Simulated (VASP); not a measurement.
Write the native input for VASP 6.6.1 that does the following.

| Property | Result |
| --- | --- |
| Task | relaxation of cell and atoms |
| Functional | LDA |
| Potentials or basis | VASP PAW LDA potentials, release 64 (Al, As) |
| Cutoff | 500 eV |
| k mesh | 8 × 8 × 8 |
| Occupations | gaussian, width 0.01 eV |
| Spin | no spin polarisation |
| Target pressure | 1 GPa |
| Dipole correction | no |
| Further INCAR settings | ALGO = Normal; EDIFF = 1e-07; IBRION = 2; EDIFFG = -0.002; NSW = 100; ISIF = 3 |

The structure of AlAs lies in POSCAR:

```
AlAs
1.0
    0.0000000000      2.8145759924      2.8145759924
    2.8145759924      0.0000000000      2.8145759924
    2.8145759924      2.8145759924      0.0000000000
Al As
1 1
Direct
    0.0000000000      0.0000000000      0.0000000000
    0.7500000000      0.7500000000      0.7500000000
```

The input as run:

INCAR

```
PREC = Accurate
ENCUT = 500
EDIFF = 1E-7
ISMEAR = 0
SIGMA = 0.01
LREAL = F
LASPH = T
NELM = 120
ALGO = Normal
ISIF = 3
LWAVE = F
LCHARG = F
IBRION = 2
NSW = 100
EDIFFG = -0.002
PSTRESS = 10.0
GGA_COMPAT = F
NELMIN = 4
```

KPOINTS

```
Automatic mesh
0
Gamma
  8 8 8
```

Potentials or basis: VASP PAW LDA potentials, release 64 (Al, As).

Launch:

```bash
$ cat potpaw_LDA.64/Al/POTCAR potpaw_LDA.64/As/POTCAR > POTCAR
$ mpirun -np 1 vasp_std > vasp.out
```

Results of the run:

- Relaxed volume: 22.11 Å³/atom
- Relaxed cell: a = 3.969 Å, b = 3.969 Å, c = 3.969 Å, α = 60.00°, β = 60.00°, γ = 60.00°
- Space group after relaxing (to 0.05 Å): F-43m (No. 216)
- Energy change on relaxing (the enthalpy is what falls): +0.8 meV/atom
- Ionic steps: 3
- Pressure after relaxing: 1.0 GPa
- Band gap on the k mesh: 1.30 eV, indirect (least direct gap 2.08 eV)

Caveat: the cell is relaxed towards a set pressure, so the enthalpy falls and the energy may rise.

Wall time 14 s on 1 thread of Intel Xeon 6975P-C, on a shared host, peak memory 0.15 GiB.
